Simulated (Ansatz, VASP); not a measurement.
One calculation of Co, two programs

```xyz
2
Lattice="-2.7765 2.4163 1.1724 2.4163 -2.7765 1.1724 2.0285 2.0285 -1.8320" Properties=species:S:1:pos:R:3 pbc="T T T"
Co   -0.6891    4.3859   -0.6596
Co   -0.5229    2.1912    0.2564
```

Alike in both runs: task single point; functional revPBE; k mesh 21 × 21 × 14; occupations fermi-dirac, width 0.1 eV; no spin polarisation.

|  | VASP | Ansatz |
| --- | --- | --- |
| version | VASP 6.6.1 | Ansatz 0.2.0 |
| potentials or method | VASP PAW PBE potentials, release 64 (Co), cutoff 520 eV | plane waves (420 eV) with PAW, scalar-relativistic |
| valence electrons in the cell | 18 | 34 |

```tsv
	VASP	Ansatz	Ansatz less VASP
pressure (GPa)	8.8	9.6	+0.86
traceless stress, the component that is largest in VASP (GPa)	-0.94	-0.85	+0.086
```

VASP's potentials were made for PBE, not for revPBE. VASP's potentials hold 18 valence electrons a cell and Ansatz's 34, so a difference there can come from the potentials and not from the codes.
